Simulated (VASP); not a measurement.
A run of VASP 6.6.1 is set up as follows.

INCAR

```
SYSTEM = TiO2
PREC     = Accurate       ! precision mode
ENCUT    = 520            ! plane-wave cutoff, eV
EDIFF    = 1E-7           ! SCF threshold, eV
ISMEAR   = 0              ! smearing method
SIGMA    = 0.1            ! smearing width, eV
LREAL    = .False.        ! projectors in reciprocal space
LASPH    = .True.         ! aspherical terms in the spheres
NELM     = 150            ! most SCF steps
ALGO     = Normal         ! electronic algorithm
ISIF     = 2              ! what is computed and relaxed
LWAVE    = .False.        ! write WAVECAR
LCHARG   = .True.         ! write CHGCAR
ISPIN    = 2              ! spin polarisation
MAGMOM   = 1 1 0 0 0 0    ! initial moments
LORBIT   = 11             ! projections on sites
LMAXMIX  = 4              ! l up to which the mixer works
GGA      = PE             ! functional
LELF     = .True.         ! ELF
LVHAR    = .True.       
NBANDS   = 37             ! bands
```

The input KPOINTS:

```
regular mesh
0
Gamma
  6 6 6
  0 0 0
```

File POSCAR:

```
TiO2
1.0
   -1.8921000000      1.8921000000      4.7573000000
    1.8921000000     -1.8921000000      4.7573000000
    1.8921000000      1.8921000000     -4.7573000000
Ti O
2 4
Direct
    0.0000000000      0.0000000000      0.0000000000
    0.7500000000      0.2500000000      0.5000000000
    0.2081000000      0.2081000000      0.0000000000
    0.9581000000      0.4581000000      0.5000000000
    0.5419000000      0.0419000000      0.5000000000
    0.7919000000      0.7919000000      0.0000000000
```

Potentials or basis: VASP PAW PBE potentials, release 64 (Ti_sv, O).

Run with:

```bash
$ cat potpaw_PBE.64/Ti_sv/POTCAR potpaw_PBE.64/O/POTCAR > POTCAR
$ mpirun -np 1 vasp_std > vasp.out
```

Task: What does it give for the net moment?

Result: 0.00 μB per cell.

Task: Predict the largest force.

Result: 0.124 eV/Å.

Task: Estimate the pressure.

Result: 5.9 GPa.

Task: Predict the band gap on the k mesh.

Result: 2.14 eV, indirect (least direct gap 2.45 eV).

Stress tensor (GPa, compression positive):
```
5.42 0.00 0.00
0.00 5.42 0.00
0.00 0.00 6.80
```

A k mesh can miss the band edges. As with any semilocal functional, this PBE gap is likely too small.
